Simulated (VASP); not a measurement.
A run of VASP 6.6.1:

POSCAR

```
Bi
1.0
    3.5570192531     -3.1940166960      0.0000000000
    3.5570192531      3.1940166960      0.0000000000
   -1.2849517653      0.0000000000      3.1746155033
Bi
2
Direct
    0.7530610000      0.7530610000      0.8573820000
    0.2469390000      0.2469390000      0.1426180000
```

The input INCAR.step1:

```
SYSTEM = Bi
ALGO     = Normal         ! electronic algorithm
EDIFF    = 1E-4           ! SCF threshold, eV
ENCUT    = 520            ! plane-wave cutoff, eV
GGA      = PE             ! functional
ISMEAR   = -1             ! smearing method
LASPH    = .True.         ! aspherical terms in the spheres
LCHARG   = .False.        ! write CHGCAR
LREAL    = .False.        ! projectors in reciprocal space
LWAVE    = .True.         ! write WAVECAR
NBANDS   = 22             ! bands
NELM     = 80             ! most SCF steps
PREC     = Accurate       ! precision mode
SIGMA    = 0.05           ! smearing width, eV
```

File INCAR.step2:

```
SYSTEM = Bi
ALGO     = Normal         ! electronic algorithm
EDIFF    = 1E-7           ! SCF threshold, eV
ENCUT    = 520            ! plane-wave cutoff, eV
ISIF     = 2              ! what is computed and relaxed
ISMEAR   = -1             ! smearing method
ISTART   = 1            
LASPH    = .True.         ! aspherical terms in the spheres
LCHARG   = .False.        ! write CHGCAR
LMIXTAU  = .True.       
LREAL    = .False.        ! projectors in reciprocal space
LWAVE    = .False.        ! write WAVECAR
METAGGA  = R2SCAN         ! meta-GGA
NBANDS   = 22             ! bands
NELM     = 80             ! most SCF steps
PREC     = Accurate       ! precision mode
SIGMA    = 0.05           ! smearing width, eV
```

The input KPOINTS:

```
k-points
0
Gamma
  6 6 9
  0 0 0
```

Potentials or basis: VASP PAW PBE potentials, release 64 (Bi_d).

The run is started by

```bash
$ cat potpaw_PBE.64/Bi_d/POTCAR > POTCAR
$ cp INCAR.step1 INCAR
$ mpirun -np 1 vasp_std > vasp.out
$ cp INCAR.step2 INCAR
$ mpirun -np 1 vasp_std > vasp.out
```

Hardware: 1 thread of AMD EPYC 9R45 (Zen 5) (shared host).

Task: How long does it take, and how much memory?

Result: It took 5.3 min on 1 thread of AMD EPYC 9R45 (Zen 5), on a shared host, peak memory 0.23 GiB. Counts: k points 97.
